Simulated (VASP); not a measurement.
**TiAl: single point with PBEsol**

TiAl:

```
CELL_PARAMETERS angstrom
3.10913 0.00000 0.00000
0.00000 3.10913 0.00000
0.00000 0.00000 3.25117
ATOMIC_POSITIONS crystal
Ti 0.00000 0.00000 0.00000
Al 0.50000 0.50000 0.50000
```

This cell differs from its parent crystal: strain -0.015 along x and y, +0.030 along z.

| Quantity | Value |
| --- | --- |
| Program | VASP 6.6.1 |
| Task | single point |
| Functional | PBEsol |
| Potentials or basis | VASP PAW PBE potentials, release 64 (Ti_sv, Al) |
| Cutoff | 520 eV |
| k mesh | 20 × 20 × 20 |
| Occupations | gaussian, width 0.15 eV |
| Spin | no spin polarisation |

The pressure is 0.2 GPa and the band gap on the k mesh is zero (an odd number of electrons rules out a gap without spin polarisation).

Stress tensor (GPa, compression positive):
```
-0.97  0.00  0.00
 0.00 -0.97  0.00
 0.00  0.00  2.48
```

Levels at points of the mesh, in eV from the Fermi level:
```
           k point  band 5  band 6  band 7  band 8  band 9  band 10  band 11  band 12
(0.00, 0.00, 0.00)   -9.34   -1.53   -1.41    1.80    1.80     2.02     3.75     4.96
(0.50, 0.00, 0.00)   -5.88   -5.20   -0.52   -0.18    0.35     2.04     3.29     6.52
(0.50, 0.50, 0.00)   -4.85   -1.92   -1.92   -1.41    0.50     0.50     3.00     5.05
(0.00, 0.00, 0.50)   -6.30   -5.30   -0.62    0.32    0.32     2.18     2.78     6.63
(0.50, 0.00, 0.50)   -5.13   -2.27   -2.01   -1.51    0.80     0.89     2.76     4.75
(0.50, 0.50, 0.50)   -3.14   -3.14   -3.13    0.82    2.81     2.87     3.04     3.07
```

Wall time 2.2 min on 1 thread of Intel(R) Xeon(R) 6975P-C (Granite Rapids) (shared host), peak memory 0.41 GiB.

Caveat: the cell differs from its parent crystal (strain -0.015 along x and y, +0.030 along z); the PAW data sets were made with another functional, which shifts forces and pressure a little.
